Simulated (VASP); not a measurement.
# Ag (P2_1/m) in VASP: notebook

The runs below take Ag through single point, with PBE.

Program: VASP 6.6.1. These are calculated values, not measurements. Logs are shortened: lines on timing, memory, paths and dates and some standing lists are left out, and cuts for length are marked.

## (1) The cell of the first run

The structure is monoclinic, space group P2_1/m (No. 11). The conventional cell has a = 2.930 Å, b = 4.790 Å, c = 2.930 Å, α = 90.00°, β = 120.00°, γ = 90.00°. Ag (site symmetry m) has 14 Ag at 2.79 to 3.82 Å within 3.9 Å.

## (2) Single point, PBE (atom 1 (Ag) moved by (-0.300, +0.300) A along x and y)

The input, INCAR:

```
PREC = Accurate ; ENCUT = 520
EDIFF = 1E-7 ; ISMEAR = 0
SIGMA = 0.15 ; LREAL = False
LASPH = True ; NELM = 100
ALGO = Fast ; ISIF = 2
LWAVE = False ; LCHARG = False
GGA = PE ; NBANDS = 18
```

The input, KPOINTS:

```
Automatic mesh
0
Gamma
  18 18 10
```

The input, POSCAR:

```
Ag
1.0
    2.9299980804      0.0000000000      0.0000000000
   -1.4649990402      2.5374527707      0.0000000000
    0.0000000000      0.0000000000      4.7900000000
Ag
2
Direct
    0.2900585885      0.7848954682      0.2500000000
    0.6666666667      0.3333333333      0.7500000000
```

Potentials or basis: VASP PAW PBE potentials, release 64 (Ag).

The run is started by

```sh
$ cat potpaw_PBE.64/Ag/POTCAR > POTCAR
$ mpirun -np 1 vasp_std > vasp.out
```

OUTCAR:

```text
PREC = Accurate
   ENCUT = 520
   EDIFF = 1E-7
   ISMEAR = 0
   LREAL = False
   LASPH = True
   NELM = 100
   ISIF = 2
   GGA = PE

 ion  position               nearest neighbor table
   1  0.290  0.785  0.250-   2 2.79   2 2.79   2 2.90   2 2.90   2 3.19   2 3.19
   2  0.667  0.333  0.750-   1 2.79   1 2.79   1 2.90   1 2.90   1 3.19   1 3.19

  LATTYP: Found a hexagonal cell.
 ALAT       =     2.9299980804
 C/A-ratio  =     1.6348133577

  Lattice vectors:

 A1 = (   2.9299980804,   0.0000000000,   0.0000000000)
 A2 = (  -1.4649990402,   2.5374527707,   0.0000000000)
 A3 = (   0.0000000000,   0.0000000000,   4.7900000000)

Analysis of symmetry for initial positions (statically):
=====================================================================
 Subroutine PRICEL returns:
 Original cell was already a primitive cell.

 Routine SETGRP: Setting up the symmetry group for a
 hexagonal supercell.

 Subroutine GETGRP returns: Found  4 space group operations
 (whereof  1 operations were pure point group operations)
 out of a pool of 24 trial point group operations.

The static configuration has the point symmetry C_1 .
 The point group associated with its full space group is C_2h.

Analysis of symmetry for dynamics (positions and initial velocities):
=====================================================================
 Subroutine PRICEL returns:
 Original cell was already a primitive cell.

 Routine SETGRP: Setting up the symmetry group for a
 hexagonal supercell.

 Subroutine GETGRP returns: Found  4 space group operations
 (whereof  1 operations were pure point group operations)
 out of a pool of 24 trial point group operations.

The dynamic configuration has the point symmetry C_1 .
 The point group associated with its full space group is C_2h.

 Subroutine INISYM returns: Found  4 space group operations
 (whereof  1 operations are pure point group operations),
 and found     1 'primitive' translations

----------------------------------------------------------------------------------------

                                     Primitive cell

  volume of cell :      35.6124

  direct lattice vectors                    reciprocal lattice vectors
     2.929998080  0.000000000  0.000000000     0.341297152  0.197048003  0.000000000
    -1.464999040  2.537452771  0.000000000     0.000000000  0.394096005  0.000000000
     0.000000000  0.000000000  4.790000000     0.000000000  0.000000000  0.208768267

  length of vectors
     2.929998080  2.929998080  4.790000000     0.394096005  0.394096005  0.208768267

  position of ions in fractional coordinates (direct lattice)
     0.290058589  0.784895468  0.250000000
     0.666666667  0.333333333  0.750000000

  ion indices of the primitive-cell ions
   primitive index   ion index
                 1           1
                 2           2

----------------------------------------------------------------------------------------

 KPOINTS: Automatic mesh

Automatic generation of k-mesh.
 Grid dimensions read from file:
 generate k-points for:   18   18   10

 Generating k-lattice:

  Cartesian coordinates                     Fractional coordinates (reciprocal lattice)
     0.018960953  0.010947111  0.000000000     0.055555556  0.000000000  0.000000000
     0.000000000  0.021894223  0.000000000     0.000000000  0.055555556  0.000000000
     0.000000000  0.000000000  0.020876827     0.000000000  0.000000000  0.100000000

  Length of vectors
     0.021894223  0.021894223  0.020876827

  Shift w.r.t. Gamma in fractional coordinates (k-lattice)
     0.000000000  0.000000000  0.000000000

 Subroutine IBZKPT returns following result:
 ===========================================

 Found    984 irreducible k-points:

 Following reciprocal coordinates:
            Coordinates               Weight
  0.000000  0.000000  0.000000      1.000000
  0.055556  0.000000  0.000000      2.000000
  0.000000  0.055556  0.000000      2.000000
 -0.055556  0.055556  0.000000      2.000000
  0.111111  0.000000  0.000000      2.000000
  0.000000  0.111111  0.000000      2.000000
[... 16 lines left out ...]
  0.444444  0.000000  0.000000      2.000000
  0.000000  0.444444  0.000000      2.000000
 [... further k-points ...]
   k-points           NKPTS =    984   k-points in BZ     NKDIM =    984   number of bands    NBANDS=     18
   number of dos      NEDOS =    301   number of ions     NIONS =      2
   total plane-waves  NPLWV =  20736
   dimension x,y,z NGX =    24 NGY =   24 NGZ =   36
   dimension x,y,z NGXF=    48 NGYF=   48 NGZF=   72
   ions per type =               2
   NGX,Y,Z   is equivalent  to a cutoff of  13.62, 13.62, 12.49 a.u.
   NGXF,Y,Z  is equivalent  to a cutoff of  27.23, 27.23, 24.99 a.u.
 SYSTEM =  unknown system
   PREC   = accura    normal or accurate (medium, high low for compatibility)
   ISTART =      0    job   : 0-new  1-cont  2-samecut
   ICHARG =      2    charge: 1-file 2-atom 10-const
   ISPIN  =      1    spin polarized calculation?
   LNONCOLLINEAR =      F non collinear calculations
   LSORBIT =      F    spin-orbit coupling
   LASPH  =      T    aspherical Exc in radial PAW
   ENCUT  =  520.0 eV  38.22 Ry    6.18 a.u.   5.45  5.45  8.91*2*pi/ulx,y,z
   NELM   =    100;   NELMIN=  2; NELMDL= -5     # of ELM steps
   EDIFF  = 0.1E-06   stopping-criterion for ELM
   LREAL  =      F    real-space projection
   EDIFFG = 0.1E-05   stopping-criterion for IOM
   NSW    =      0    number of steps for IOM
   IBRION =     -1    ionic relax: 0-MD 1-quasi-New 2-CG
   NFREE  =      0    steps in history (QN), initial steepest desc. (CG)
   ISIF   =      2    stress and relaxation
   ISYM   =      2    0-nonsym 1-usesym 2-fastsym
   POTIM  = 0.5000    time-step for ionic-motion
   TEBEG  =    0.0;   TEEND  =   0.0 temperature during run
   PSTRESS=    0.0 pullay stress
   NELECT =      22.0000    total number of electrons
   NUPDOWN=      -1.0000    fix difference up-down
   EMIN   =  10.00;   EMAX   =-10.00  energy-range for DOS
   EFERMI =   0.00;   METHOD = LEGACY
   ISMEAR =     0;   SIGMA  =   0.15  broadening in eV -4-tet -1-fermi 0-gaus
   EFERMI_NEDOS =   21; number of points for ismear=-14 and -15
   IALGO  =     68    algorithm
   IMIX   =      4    mixing-type and parameters
     AMIX     =   0.40;   BMIX     =  1.00
     AMIX_MAG =   1.60;   BMIX_MAG =  1.00
  volume/ion in A,a.u.               =      17.81       120.16
  Fermi-wavevector in a.u.,A,eV,Ry     =   1.394276  2.634800 26.449806  1.944006
  Thomas-Fermi vector in A             =   2.517841
   LORBIT       =      0    0 simple, 1 ext, 2 COOP (PROOUT), +10 PAW based schemes
   GGA     = PE    functional components
   LHFCALC =     F    Hartree Fock is set to
   AEXX    =    0.0000 exact exchange contribution
   IVDW    =     0    specifies the selected vdW correction
   LEPSILON=     F    determine dielectric tensor
   LRPA    =     F    only Hartree local field effects (RPA)
 non-spin polarized calculation
 RMM-DIIS sequential band-by-band and
 Gauss-broadening in eV      SIGMA  =   0.15
  energy-cutoff  :      520.00
  volume of cell :       35.61
 maximum number of plane-waves:       990
 NGX is ok and might be reduce to    24
   NGX = 11   NGY = 11   NGZ = 17

 number of electron      22.0000002 magnetization

 Free energy of the ion-electron system (eV)
  ---------------------------------------------------
  ext. energy  EPLUGINS =         0.00000000
  ---------------------------------------------------
  free energy    TOTEN  =        -5.37553649 eV

  energy without entropy =       -5.36886777  energy(sigma->0) =       -5.37220213

 E-fermi :   7.8504     XC(G=0): -11.9467

 val. band max:        7.8453820670   @ k =  -0.0556   0.3889   0.4000
 cond. band min:       7.8545204561   @ k =  -0.1667   0.3333   0.3000
 fundamental gap:      0.0091383891
 Fermi energy:         7.8504350080

 k-point     1 :       0.0000    0.0000    0.0000
  band No.  band energies     occupation
      1       0.3891      2.00000
      2       1.7069      2.00000
      3       2.8326      2.00000
      4       3.1925      2.00000
      5       3.4278      2.00000
      6       3.4390      2.00000
[... 10 lines left out ...]
     17      25.2102      0.00000
     18      27.6945      0.00000

 k-point     2 :       0.0556    0.0000    0.0000
  band No.  band energies     occupation
      1       0.4726      2.00000
      2       1.7587      2.00000
      3       2.8444      2.00000
      4       3.1887      2.00000
      5       3.4056      2.00000
      6       3.4611      2.00000
[... 10 lines left out ...]
     17      25.3053      0.00000
     18      27.4868      0.00000

 k-point     3 :       0.0000    0.0556    0.0000
  band No.  band energies     occupation
      1       0.4731      2.00000
      2       1.7597      2.00000
      3       2.8387      2.00000
      4       3.1869      2.00000
      5       3.4031      2.00000
      6       3.4606      2.00000
[... 10 lines left out ...]
     17      25.3037      0.00000
     18      27.0593      0.00000

 k-point     4 :      -0.0556    0.0556    0.0000
  band No.  band energies     occupation
      1       0.4695      2.00000
      2       1.7461      2.00000
      3       2.8412      2.00000
      4       3.2353      2.00000
      5       3.4140      2.00000
      6       3.4318      2.00000
[... 375 lines left out ...]
      4       3.0538      2.00000
      5       3.5643      2.00000
      6       4.0972      2.00000
[... 10 lines left out ...]
     17      20.1750      0.00000
     18      23.8131      0.00000

 k-point    23 :       0.4444    0.0000    0.0000
  band No.  band energies     occupation
      1       1.9561      2.00000
      2       2.1820      2.00000
      3       2.2567      2.00000
      4       3.1897      2.00000
      5       3.4032      2.00000
      6       3.5773      2.00000
[... 10 lines left out ...]
     17      19.1938      0.00000
     18      22.4492      0.00000

 k-point    24 :       0.0000    0.4444    0.0000
  band No.  band energies     occupation
      1       1.9039      2.00000
      2       2.3119      2.00000
      3       2.4078      2.00000
      4       3.0331      2.00000
      5       3.4290      2.00000
      6       3.5405      2.00000
[... 10 lines left out ...]
     17      18.8546      0.00000
     18      23.0965      0.00000

 [... further k-points ...]

------------------------ aborting loop because EDIFF is reached ----------------------------------------

  FORCE on cell =-STRESS in cart. coord.  units (eV):
  Direction    XX          YY          ZZ          XY          YZ          ZX
  --------------------------------------------------------------------------------------
  -------------------------------------------------------------------------------------
  Total       -0.2353547      0.3489555      0.7287627      0.3412293      0.0000000      0.0000000
  in kB      -10.5884546     15.6992824     32.7865616     15.3516859      0.0000000      0.0000000
  external PRESSURE =      12.6324631 kB  Pullay stress =       0.0000000 kB

 VOLUME and BASIS-vectors are now :
 -----------------------------------------------------------------------------
  energy-cutoff  :      520.00
  volume of cell :       35.61
      direct lattice vectors                 reciprocal lattice vectors
     2.929998080  0.000000000  0.000000000     0.341297152  0.197048003  0.000000000
    -1.464999040  2.537452771  0.000000000     0.000000000  0.394096005  0.000000000
     0.000000000  0.000000000  4.790000000     0.000000000  0.000000000  0.208768267

 POSITION                                       TOTAL-FORCE (eV/Angst)
 -----------------------------------------------------------------------------------
     -0.30000      1.99164      1.19750         0.047377     -0.245584      0.000000
      1.46500      0.84582      3.59250        -0.047377      0.245584     -0.000000
 -----------------------------------------------------------------------------------
    total drift:                                0.000003     -0.000008     -0.000000

  FREE ENERGIE OF THE ION-ELECTRON SYSTEM (eV)
  ---------------------------------------------------
  free  energy   TOTEN  =        -5.3755364886 eV

  energy  without entropy=       -5.3688677748  energy(sigma->0) =       -5.37220213
```

Wall time 9.4 min (1 thread of Oxide Virtual Turin-like, shared host); peak memory 0.55 GiB.

What came out:

| Property | Result |
| --- | --- |
| Free energy | -5.3755 eV |
| Pressure | 1.3 GPa |
| Largest force | 0.250 eV/Å |
| Band gap on the k mesh | zero (bands 11 and 12 overlap by 7.33 eV) |

Forces on the atoms (eV/Å):
```
Ag   0.047 -0.246  0.000
Ag  -0.047  0.246  0.000
```

Caveat: the cell differs from its parent crystal (atom 1 (Ag) moved by (-0.300, +0.300) A along x and y).

## (3) Single point, PBE (atom 1 (Ag) moved by (-0.600, -0.300) A along x and y)

The input, INCAR:

```
ALGO = Fast
EDIFF = 1E-7
ENCUT = 520
GGA = PE
ISIF = 2
ISMEAR = 0
LASPH = T
LCHARG = T
LELF = T
LREAL = F
LVHAR = T
LWAVE = F
NBANDS = 18
NELM = 80
PREC = Accurate
SIGMA = 0.15
```

The input, KPOINTS:

```
k-points
0
Gamma
  18 18 10
```

Edit POSCAR of step 2 so:

```diff
@@ -8,3 +8,3 @@
 Direct
-    0.2900585885      0.7848954682      0.2500000000
+    0.0694406414      0.5484378651      0.2500000000
     0.6666666667      0.3333333333      0.7500000000
```

Potentials or basis: VASP PAW PBE potentials, release 64 (Ag).

The run is started by

```sh
$ cat potpaw_PBE.64/Ag/POTCAR > POTCAR
$ mpirun -np 1 vasp_std > vasp.out
```

OUTCAR:

```text
EDIFF = 1E-7
   ENCUT = 520
   GGA = PE
   ISIF = 2
   ISMEAR = 0
   LASPH = T
   LREAL = F
   NELM = 80
   PREC = Accurate

 ion  position               nearest neighbor table
   1  0.069  0.548  0.250-   2 2.60   2 2.60   2 3.17   2 3.17   2 3.21   2 3.21
   2  0.667  0.333  0.750-   1 2.60   1 2.60   1 3.17   1 3.17   1 3.21   1 3.21

  LATTYP: Found a hexagonal cell.
 ALAT       =     2.9299980804
 C/A-ratio  =     1.6348133577

  Lattice vectors:

[... 693 lines left out ...]
 [... further k-points ...]

------------------------ aborting loop because EDIFF is reached ----------------------------------------

  FORCE on cell =-STRESS in cart. coord.  units (eV):
  Direction    XX          YY          ZZ          XY          YZ          ZX
  --------------------------------------------------------------------------------------
  -------------------------------------------------------------------------------------
  Total        0.1655019     -0.2369588      3.1616640      0.4583592      0.0000000      0.0000000
  in kB        7.4458240    -10.6606249    142.2412249     20.6212866      0.0000000      0.0000000
  external PRESSURE =      46.3421413 kB  Pullay stress =       0.0000000 kB

 VOLUME and BASIS-vectors are now :
 -----------------------------------------------------------------------------
  energy-cutoff  :      520.00
  volume of cell :       35.61
      direct lattice vectors                 reciprocal lattice vectors
     2.929998080  0.000000000  0.000000000     0.341297152  0.197048003  0.000000000
    -1.464999040  2.537452771  0.000000000     0.000000000  0.394096005  0.000000000
     0.000000000  0.000000000  4.790000000     0.000000000  0.000000000  0.208768267

 POSITION                                       TOTAL-FORCE (eV/Angst)
 -----------------------------------------------------------------------------------
     -0.60000      1.39164      1.19750         0.758360      0.473102      0.000000
      1.46500      0.84582      3.59250        -0.758360     -0.473102      0.000000
 -----------------------------------------------------------------------------------
    total drift:                                0.000004      0.000007      0.000000

  FREE ENERGIE OF THE ION-ELECTRON SYSTEM (eV)
  ---------------------------------------------------
  free  energy   TOTEN  =        -5.1515681602 eV

  energy  without entropy=       -5.1450674754  energy(sigma->0) =       -5.14831782
```

Wall time 8.6 min (1 thread of Oxide Virtual Turin-like, shared host); peak memory 0.55 GiB.

Results:

| Quantity | Value |
| --- | --- |
| Free energy | -5.1516 eV |
| Pressure | 4.6 GPa |
| Largest force | 0.894 eV/Å |
| Band gap on the k mesh | zero (bands 11 and 12 overlap by 7.13 eV) |

Forces on the atoms (eV/Å):
```
Ag   0.758  0.473  0.000
Ag  -0.758 -0.473  0.000
```

Stress tensor (GPa, compression positive):
```
 0.74  2.06  0.00
 2.06 -1.07  0.00
 0.00  0.00 14.22
```

Caveat: the cell differs from its parent crystal (atom 1 (Ag) moved by (-0.600, -0.300) A along x and y); the stress differs along the axes, from -1 to 14 GPa.

## (4) Single point, PBE (atom 1 (Ag) moved by (-0.600, +0.300) A along x and y)

The input, INCAR:

```
  PREC = Accurate
  ENCUT = 520
  EDIFF = 1E-7
  ISMEAR = 0
  SIGMA = 0.15
  LREAL = False
  LASPH = True
  NELM = 100
  ALGO = Fast
  ISIF = 2
  LWAVE = False
  LCHARG = False
  GGA = PE
  NBANDS = 18
```

The input, KPOINTS:

```
regular mesh
0
Gamma
  18 18 10
```

Edit POSCAR of step 3 so:

```diff
@@ -8,3 +8,3 @@
 Direct
-    0.0694406414      0.5484378651      0.2500000000
+    0.1876694429      0.7848954682      0.2500000000
     0.6666666667      0.3333333333      0.7500000000
```

The run is started by

```sh
$ cat potpaw_PBE.64/Ag/POTCAR > POTCAR
$ mpirun -np 1 vasp_std > vasp.out
```

It took 6.2 min on 1 thread of Oxide Virtual Turin-like, shared host; peak memory 0.54 GiB.

Results (log left out):

* Free energy: -5.3513 eV
* Pressure: 1.7 GPa
* Largest force: 0.119 eV/Å
* Band gap on the k mesh: zero (bands 11 and 12 overlap by 7.42 eV)

Forces in eV/Å, atoms in the order of the input:
```
Ag   0.115  0.030  0.000
Ag  -0.115 -0.030  0.000
```

Stress tensor (GPa, compression positive):
```
-1.09  2.43  0.00
 2.43  1.56  0.00
 0.00  0.00  4.50
```

Levels at points of the mesh, in eV from the Fermi level:
```
           k point  band 8  band 9  band 10  band 11  band 12  band 13  band 14  band 15
(0.00, 0.00, 0.00)   -4.19   -3.80    -3.28    -2.63    -0.29     3.41    15.10    15.66
(0.50, 0.00, 0.00)   -3.56   -2.97    -2.88     0.72     0.86     7.67     7.92     8.40
(0.00, 0.50, 0.00)   -3.62   -2.95    -2.89     0.60     0.98     7.45     8.13     8.14
(0.50, 0.50, 0.00)   -2.81   -2.76    -2.75    -0.78     2.23     5.21     5.45    10.48
(0.00, 0.00, 0.50)   -4.42   -3.66    -3.66    -3.51    -3.51    10.79    10.79    16.48
(0.50, 0.00, 0.50)   -2.95   -2.69    -2.69     0.49     0.49     4.66     4.66    12.10
(0.00, 0.50, 0.50)   -2.95   -2.70    -2.70     0.51     0.51     4.64     4.64    12.05
(0.50, 0.50, 0.50)   -3.89   -2.92    -2.92     2.02     2.02     3.07     3.07    13.29
```

Caveat: the cell differs from its parent crystal (atom 1 (Ag) moved by (-0.600, +0.300) A along x and y); the stress differs along the axes, from -1 to 4 GPa.

## (5) The runs side by side

| cell | gap on the mesh (eV) | pressure (GPa) | largest force (eV/Å) |
| --- | --- | --- | --- |
| as given, atomic positions A | none | 1.3 | 0.25 |
| as given, atomic positions B | none | 4.6 | 0.89 |
| as given, atomic positions C | none | 1.7 | 0.12 |

Alike in all rows: task single point; level PBE; potentials or basis VASP PAW PBE potentials, release 64 (Ag); no spin polarisation; k mesh 18 × 18 × 10; cutoff (eV) 520; smearing gaussian 0.15 eV.

Caveats: the stress differs along the axes, from -1 to 14 GPa (at least some runs); the stress differs along the axes, from -1 to 4 GPa (at least some runs).

Total energies depend on the potentials used, so only differences within one code and one set of settings carry meaning.
